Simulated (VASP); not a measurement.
# Rh (R-3m) in VASP: further runs

Rh is run at these levels: LDA; tasks: electric field gradients.

Everything below comes from runs of VASP 6.6.1. Logs are shortened: lines on timing, memory, paths and dates and some standing lists are left out, and cuts for length are marked.

### 1 The cell of the first run

Symmetry: R-3m, No. 166, trigonal system. Conventional cell: a = 2.716 Å, b = 2.716 Å, c = 6.455 Å, α = 90.00°, β = 90.00°, γ = 120.00°. Rh (site symmetry -3m) has 12 Rh at 2.66 to 2.72 Å within 3.5 Å.

### 2 Electric field gradients, LDA (equal xy, yz and zx shear strains of -2 %)

INCAR

```
SYSTEM = Rh
  PREC = Accurate
  ENCUT = 520
  EDIFF = 1E-8
  ISMEAR = -1
  SIGMA = 0.03
  LREAL = .False.
  LASPH = .True.
  NELM = 80
  ALGO = Normal
  ISIF = 2
  LWAVE = .False.
  LCHARG = .False.
  LEFG = .True.
  NBANDS = 14
```

KPOINTS

```
regular mesh
0
Gamma
  16 16 16
  0 0 0
```

POSCAR

```
Rh
1.0
   -0.0380310000      1.8825345000      1.8825345000
    1.8825345000     -0.0380310000      1.8825345000
    1.8825345000      1.8825345000     -0.0380310000
Rh
1
Direct
    0.0000000000      0.0000000000      0.0000000000
```

Potentials or basis: VASP PAW LDA potentials, release 64 (Rh_pv).

Launch:

```sh
$ cat potpaw_LDA.64/Rh_pv/POTCAR > POTCAR
$ mpirun -np 1 vasp_std > vasp.out
```

OUTCAR:

```text
SYSTEM = Rh
   PREC = Accurate
   ENCUT = 520
   EDIFF = 1E-8
   ISMEAR = -1
   LREAL = .False.
   LASPH = .True.
   NELM = 80
   ISIF = 2

 ion  position               nearest neighbor table
   1  0.000  0.000  0.000-

  LATTYP: Found a trigonal (rhomboedric) cell.
 ALAT       =     2.6625774438
 COS(alpha) =     0.4797000918

  Lattice vectors:

 A1 = (  -0.0380310000,   1.8825345000,   1.8825345000)
 A2 = (   1.8825345000,  -0.0380310000,   1.8825345000)
 A3 = (   1.8825345000,   1.8825345000,  -0.0380310000)

Analysis of symmetry for initial positions (statically):
=====================================================================
 Subroutine PRICEL returns:
 Original cell was already a primitive cell.

 Routine SETGRP: Setting up the symmetry group for a
 trigonal (rhombohedral) supercell.

 Subroutine GETGRP returns: Found 12 space group operations
 (whereof 12 operations were pure point group operations)
 out of a pool of 12 trial point group operations.

The static configuration has the point symmetry D_3d.

Analysis of symmetry for dynamics (positions and initial velocities):
=====================================================================
 Subroutine PRICEL returns:
 Original cell was already a primitive cell.

 Routine SETGRP: Setting up the symmetry group for a
 trigonal (rhombohedral) supercell.

 Subroutine GETGRP returns: Found 12 space group operations
 (whereof 12 operations were pure point group operations)
 out of a pool of 12 trial point group operations.

The dynamic configuration has the point symmetry D_3d.

 Subroutine INISYM returns: Found 12 space group operations
 (whereof 12 operations are pure point group operations),
 and found     1 'primitive' translations

----------------------------------------------------------------------------------------

                                     Primitive cell

  volume of cell :      13.7474

  direct lattice vectors                    reciprocal lattice vectors
    -0.038031000  1.882534500  1.882534500    -0.257683458  0.262996519  0.262996519
     1.882534500 -0.038031000  1.882534500     0.262996519 -0.257683458  0.262996519
     1.882534500  1.882534500 -0.038031000     0.262996519  0.262996519 -0.257683458

  length of vectors
     2.662577444  2.662577444  2.662577444     0.452476632  0.452476632  0.452476632

  position of ions in fractional coordinates (direct lattice)
     0.000000000  0.000000000  0.000000000

  ion indices of the primitive-cell ions
   primitive index   ion index
                 1           1

----------------------------------------------------------------------------------------

 KPOINTS: regular mesh

Automatic generation of k-mesh.
 Grid dimensions read from file:
 generate k-points for:   16   16   16

 Generating k-lattice:

  Cartesian coordinates                     Fractional coordinates (reciprocal lattice)
    -0.016105216  0.016437282  0.016437282     0.062500000  0.000000000  0.000000000
     0.016437282 -0.016105216  0.016437282     0.000000000  0.062500000  0.000000000
     0.016437282  0.016437282 -0.016105216     0.000000000  0.000000000  0.062500000

  Length of vectors
     0.028279789  0.028279789  0.028279789

  Shift w.r.t. Gamma in fractional coordinates (k-lattice)
     0.000000000  0.000000000  0.000000000

 Subroutine IBZKPT returns following result:
 ===========================================

 Found    417 irreducible k-points:

 Following reciprocal coordinates:
            Coordinates               Weight
  0.000000  0.000000  0.000000      1.000000
  0.062500  0.000000  0.000000      6.000000
  0.125000  0.000000  0.000000      6.000000
  0.187500 -0.000000 -0.000000      6.000000
  0.250000  0.000000  0.000000      6.000000
  0.312500  0.000000 -0.000000      6.000000
[... 16 lines left out ...]
 -0.125000  0.062500  0.000000     12.000000
 -0.062500  0.062500  0.000000      6.000000
 [... further k-points ...]
   k-points           NKPTS =    417   k-points in BZ     NKDIM =    417   number of bands    NBANDS=     14
   number of dos      NEDOS =    301   number of ions     NIONS =      1
   total plane-waves  NPLWV =   8000
   dimension x,y,z NGX =    20 NGY =   20 NGZ =   20
   dimension x,y,z NGXF=    40 NGYF=   40 NGZF=   40
   ions per type =               1
   NGX,Y,Z   is equivalent  to a cutoff of  12.49, 12.49, 12.49 a.u.
   NGXF,Y,Z  is equivalent  to a cutoff of  24.98, 24.98, 24.98 a.u.
 SYSTEM =  Rh
   PREC   = accura    normal or accurate (medium, high low for compatibility)
   ISTART =      0    job   : 0-new  1-cont  2-samecut
   ICHARG =      2    charge: 1-file 2-atom 10-const
   ISPIN  =      1    spin polarized calculation?
   LNONCOLLINEAR =      F non collinear calculations
   LSORBIT =      F    spin-orbit coupling
   LASPH  =      T    aspherical Exc in radial PAW
   ENCUT  =  520.0 eV  38.22 Ry    6.18 a.u.   4.95  4.95  4.95*2*pi/ulx,y,z
   NELM   =     80;   NELMIN=  2; NELMDL= -5     # of ELM steps
   EDIFF  = 0.1E-07   stopping-criterion for ELM
   LREAL  =      F    real-space projection
   EDIFFG = 0.1E-06   stopping-criterion for IOM
   NSW    =      0    number of steps for IOM
   IBRION =     -1    ionic relax: 0-MD 1-quasi-New 2-CG
   NFREE  =      0    steps in history (QN), initial steepest desc. (CG)
   ISIF   =      2    stress and relaxation
   ISYM   =      2    0-nonsym 1-usesym 2-fastsym
   POTIM  = 0.5000    time-step for ionic-motion
   TEBEG  =    0.0;   TEEND  =   0.0 temperature during run
   PSTRESS=    0.0 pullay stress
   NELECT =      15.0000    total number of electrons
   NUPDOWN=      -1.0000    fix difference up-down
   EMIN   =  10.00;   EMAX   =-10.00  energy-range for DOS
   EFERMI =   0.00;   METHOD = LEGACY
   ISMEAR =    -1;   SIGMA  =   0.03  broadening in eV -4-tet -1-fermi 0-gaus
   EFERMI_NEDOS =   21; number of points for ismear=-14 and -15
   IALGO  =     38    algorithm
   IMIX   =      4    mixing-type and parameters
     AMIX     =   0.40;   BMIX     =  1.00
     AMIX_MAG =   1.60;   BMIX_MAG =  1.00
  volume/ion in A,a.u.               =      13.75        92.77
  Fermi-wavevector in a.u.,A,eV,Ry     =   1.685380  3.184907 38.647437  2.840507
  Thomas-Fermi vector in A             =   2.768234
   LORBIT       =      0    0 simple, 1 ext, 2 COOP (PROOUT), +10 PAW based schemes
   GGA     = CA    functional components
   LHFCALC =     F    Hartree Fock is set to
   AEXX    =    0.0000 exact exchange contribution
   IVDW    =     0    specifies the selected vdW correction
   LEPSILON=     F    determine dielectric tensor
   LRPA    =     F    only Hartree local field effects (RPA)
 non-spin polarized calculation
  energy-cutoff  :      520.00
  volume of cell :       13.75
 maximum number of plane-waves:       380
   NGX =  9   NGY =  9   NGZ =  9

 number of electron      15.0000003 magnetization

 Free energy of the ion-electron system (eV)
  ---------------------------------------------------
  ext. energy  EPLUGINS =         0.00000000
  ---------------------------------------------------
  free energy    TOTEN  =        -8.65851758 eV

  energy without entropy =       -8.65378485  energy(sigma->0) =       -8.65615122

 E-fermi :  11.7022     XC(G=0): -14.3512

 val. band max:       11.7016679761   @ k =  -0.2500  -0.2500   0.0625
 cond. band min:      11.7062650559   @ k =   0.3125   0.2500  -0.0000
 fundamental gap:      0.0045970797
 Fermi energy:        11.7021566848

 k-point     1 :       0.0000    0.0000    0.0000
  band No.  band energies     occupation
      1     -34.4558      2.00000
      2     -34.4558      2.00000
      3     -34.4429      2.00000
      4       3.6814      2.00000
      5       8.4619      2.00000
      6       8.4619      2.00000
      7       8.8536      2.00000
      8      10.7434      2.00000
      9      10.7434      2.00000
     10      27.6482      0.00000
     11      32.0628      0.00000
     12      32.7557      0.00000
     13      32.7557      0.00000
     14      33.7362      0.00000

 k-point     2 :       0.0625    0.0000    0.0000
  band No.  band energies     occupation
      1     -34.4834      2.00000
      2     -34.4591      2.00000
      3     -34.4483      2.00000
      4       3.8366      2.00000
      5       8.4148      2.00000
      6       8.5130      2.00000
      7       8.8991      2.00000
      8      10.7123      2.00000
      9      10.7136      2.00000
     10      27.8686      0.00000
[... 362 lines left out ...]
 k-point    24 :      -0.0625    0.0625    0.0000
  band No.  band energies     occupation
      1     -34.5212      2.00000
      2     -34.4744      2.00000
      3     -34.4522      2.00000
      4       4.0851      2.00000
      5       8.2859      2.00000
      6       8.6139      2.00000
      7       8.9997      2.00000
      8      10.5730      2.00000
      9      10.7850      2.00000
     10      28.1985      0.00000
     11      31.2127      0.00000
     12      32.0644      0.00000
     13      32.9828      0.00000
     14      34.3922      0.00000

 [... further k-points ...]
[... 5 lines left out ...]
  --------------------------------------------------------------------------------------
  -------------------------------------------------------------------------------------
  Total       -0.8569191     -0.8569191     -0.8569191      0.3423762      0.3423762      0.3423762
  in kB      -99.8684529    -99.8684529    -99.8684529     39.9017682     39.9017682     39.9017682
  external PRESSURE =     -99.8684529 kB  Pullay stress =       0.0000000 kB

 VOLUME and BASIS-vectors are now :
 -----------------------------------------------------------------------------
  energy-cutoff  :      520.00
  volume of cell :       13.75
      direct lattice vectors                 reciprocal lattice vectors
    -0.038031000  1.882534500  1.882534500    -0.257683458  0.262996519  0.262996519
     1.882534500 -0.038031000  1.882534500     0.262996519 -0.257683458  0.262996519
     1.882534500  1.882534500 -0.038031000     0.262996519  0.262996519 -0.257683458

 POSITION                                       TOTAL-FORCE (eV/Angst)
 -----------------------------------------------------------------------------------
      0.00000      0.00000      0.00000        -0.000000      0.000000      0.000000
 -----------------------------------------------------------------------------------
    total drift:                                0.000000     -0.000000      0.000000

  FREE ENERGIE OF THE ION-ELECTRON SYSTEM (eV)
  ---------------------------------------------------
  free  energy   TOTEN  =        -8.6585175841 eV

  energy  without entropy=       -8.6537848468  energy(sigma->0) =       -8.65615122

 Electric field gradients (V/A^2)
---------------------------------------------------------------------
 ion       V_xx      V_yy      V_zz      V_xy      V_xz      V_yz
---------------------------------------------------------------------
   1      -0.000    -0.000    -0.000    -2.975    -2.975    -2.975
---------------------------------------------------------------------

 Electric field gradients after diagonalization (V/A^2)
 (convention: |V_zz| > |V_xx| > |V_yy|)
----------------------------------------------------------------------
 ion       V_xx      V_yy      V_zz     asymmetry (V_yy - V_xx)/ V_zz
----------------------------------------------------------------------
   1       2.975     2.975    -5.950       0.000
----------------------------------------------------------------------

           NMR quadrupolar parameters

 Cq : quadrupolar parameter    Cq=e*Q*V_zz/h
 eta: asymmetry parameters     (V_yy - V_xx)/ V_zz
 Q  : nuclear electric quadrupole moment in mb (millibarn)
----------------------------------------------------------------------
 ion       Cq(MHz)       eta       Q (mb)
----------------------------------------------------------------------
   1      -0.014       0.000       1.000
----------------------------------------------------------------------
```

Wall time 96 s (1 thread of Intel Xeon 8259CL, shared host); peak memory 0.18 GiB.

What came out:

| Quantity | Value |
| --- | --- |
| Free energy | -8.6585 eV |
| Pressure | -10.0 GPa |
| Band gap on the k mesh | zero (an odd number of electrons rules out a gap without spin polarisation) |
| Largest electric field gradient by atom | Rh -6.0 V/Å² |

Stress tensor (GPa, compression positive):
```
-9.99  3.99  3.99
 3.99 -9.99  3.99
 3.99  3.99 -9.99
```

Electric field gradients, principal values (V/Å²):
```tsv
atom	least	middle	greatest (by size)
1 Rh	2.975	2.975	-5.950
```

Caveat: the cell differs from its parent crystal (equal xy, yz and zx shear strains of -2 %); the cell stands under tension; without QUAD_EFG the Cq values of the log hold for a quadrupole moment of 1 mb, not for the nuclei.

### 3 Electric field gradients, LDA (equal xy, yz and zx shear strains of -1 %)

INCAR

```
PREC = Accurate ; ENCUT = 520
EDIFF = 1E-8 ; ISMEAR = -1
SIGMA = 0.03 ; LREAL = False
LASPH = True ; NELM = 80
ALGO = Normal ; ISIF = 2
LWAVE = False ; LCHARG = False
LEFG = True ; NBANDS = 14
```

KPOINTS

```
Automatic mesh
0
Gamma
  16 16 16
```

POSCAR

```
Rh
1.0
   -0.0190155000      1.8920422500      1.8920422500
    1.8920422500     -0.0190155000      1.8920422500
    1.8920422500      1.8920422500     -0.0190155000
Rh
1
Direct
    0.0000000000      0.0000000000      0.0000000000
```

Potentials or basis: VASP PAW LDA potentials, release 64 (Rh_pv).

Launch:

```sh
$ cat potpaw_LDA.64/Rh_pv/POTCAR > POTCAR
$ mpirun -np 1 vasp_std > vasp.out
```

OUTCAR:

```text
PREC = Accurate
   ENCUT = 520
   EDIFF = 1E-8
   ISMEAR = -1
   LREAL = False
   LASPH = True
   NELM = 80
   ISIF = 2

 ion  position               nearest neighbor table
   1  0.000  0.000  0.000-

  LATTYP: Found a trigonal (rhomboedric) cell.
 ALAT       =     2.6758193775
 COS(alpha) =     0.4899250057

  Lattice vectors:

 A1 = (  -0.0190155000,   1.8920422500,   1.8920422500)
[... 613 lines left out ...]
 -----------------------------------------------------------------------------------
    total drift:                                0.000000      0.000000      0.000000

  FREE ENERGIE OF THE ION-ELECTRON SYSTEM (eV)
  ---------------------------------------------------
  free  energy   TOTEN  =        -8.6660218958 eV

  energy  without entropy=       -8.6615063523  energy(sigma->0) =       -8.66376412

 Electric field gradients (V/A^2)
---------------------------------------------------------------------
 ion       V_xx      V_yy      V_zz      V_xy      V_xz      V_yz
---------------------------------------------------------------------
   1       0.000    -0.000    -0.000    -1.399    -1.399    -1.399
---------------------------------------------------------------------

 Electric field gradients after diagonalization (V/A^2)
 (convention: |V_zz| > |V_xx| > |V_yy|)
----------------------------------------------------------------------
 ion       V_xx      V_yy      V_zz     asymmetry (V_yy - V_xx)/ V_zz
----------------------------------------------------------------------
   1       1.399     1.399    -2.798       0.000
----------------------------------------------------------------------

           NMR quadrupolar parameters

 Cq : quadrupolar parameter    Cq=e*Q*V_zz/h
 eta: asymmetry parameters     (V_yy - V_xx)/ V_zz
 Q  : nuclear electric quadrupole moment in mb (millibarn)
----------------------------------------------------------------------
 ion       Cq(MHz)       eta       Q (mb)
----------------------------------------------------------------------
   1      -0.007       0.000       1.000
----------------------------------------------------------------------
```

OSZICAR:

```text
N       E                     dE             d eps       ncg     rms          rms(c)
DAV:   1     0.118860820400E+03    0.11886E+03   -0.86997E+03 11720   0.115E+03
DAV:   2    -0.761947895010E+01   -0.12648E+03   -0.12082E+03 12756   0.341E+02
DAV:   3    -0.923391552341E+01   -0.16144E+01   -0.16112E+01 14028   0.424E+01
DAV:   4    -0.923991382646E+01   -0.59983E-02   -0.59981E-02 13134   0.265E+00
DAV:   5    -0.923996630530E+01   -0.52479E-04   -0.52478E-04 13776   0.219E-01    0.106E+01
DAV:   6    -0.869060551337E+01    0.54936E+00   -0.94504E-01 12270   0.132E+01    0.346E+00
DAV:   7    -0.867116359294E+01    0.19442E-01   -0.14900E-02 13152   0.145E+00    0.168E+00
DAV:   8    -0.866617301265E+01    0.49906E-02   -0.45294E-03 12582   0.937E-01    0.183E-01
DAV:   9    -0.866601598555E+01    0.15703E-03   -0.19512E-04 12240   0.198E-01    0.420E-02
DAV:  10    -0.866602197832E+01   -0.59928E-05   -0.32040E-06 13104   0.209E-02    0.328E-03
DAV:  11    -0.866602189760E+01    0.80719E-07   -0.29170E-07 13542   0.728E-03    0.380E-04
DAV:  12    -0.866602189583E+01    0.17762E-08   -0.67729E-09  7704   0.117E-03
   1 F= -.86660219E+01 E0= -.86637641E+01  d E =-.451554E-02
```

It took 1.7 min on 1 thread of Intel Xeon 8259CL, shared host; peak memory 0.18 GiB.

What came out:

* Free energy: -8.6660 eV
* Pressure: -10.3 GPa
* Band gap on the k mesh: zero (an odd number of electrons rules out a gap without spin polarisation)
* Largest electric field gradient by atom: Rh -2.8 V/Å²

Electric field gradients, principal values (V/Å²):
```
atom  least  middle  greatest (by size)
1 Rh  1.399   1.399              -2.798
```

Caveat: the cell differs from its parent crystal (equal xy, yz and zx shear strains of -1 %); the cell stands under tension; without QUAD_EFG the Cq values of the log hold for a quadrupole moment of 1 mb, not for the nuclei.
